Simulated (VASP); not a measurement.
# Al: density of states with PBE

Crystal: Al.

```
Al
1.0
     0.00000    2.55135    2.55135
     2.55135    0.00000    2.55135
     2.55135    2.55135    0.00000
Al
2
Direct
  0.87500 0.87500 0.87500
  0.12500 0.12500 0.12500
```

This cell differs from its parent crystal: volume scaled by 0.6.

```
Program                 : VASP 6.6.1
Task                    : density of states
Functional              : PBE
Potentials or basis     : VASP PAW PBE potentials, release 64 (Al)
Cutoff                  : 520 eV
k mesh                  : 12 × 12 × 12
Occupations             : fermi-dirac, width 0.05 eV
Spin                    : no spin polarisation
Dipole correction       : no
k mesh for the DOS      : 18 × 18 × 18
Occupations for the DOS : tetrahedron
Further INCAR settings  : ALGO = Normal; EDIFF = 1e-06
```

* Valence electrons inside the program's atomic spheres: Al 1.04

Levels at points of the mesh, in eV from the Fermi level:
| k point | band 1 | band 2 | band 3 | band 4 | band 5 | band 6 |
| --- | --- | --- | --- | --- | --- | --- |
| (0.00, 0.00, 0.00) | -10.48 | 3.22 | 3.22 | 3.22 | 4.98 | 4.98 |
| (0.50, 0.00, 0.00) | -7.10 | -5.57 | 1.88 | 1.88 | 4.77 | 4.77 |
| (0.50, 0.50, 0.00) | -5.21 | -5.21 | -0.59 | -0.59 | 1.90 | 1.90 |

Wall time 48 s on 1 thread of Intel Xeon 6975P-C (shared host), peak memory 0.17 GiB.
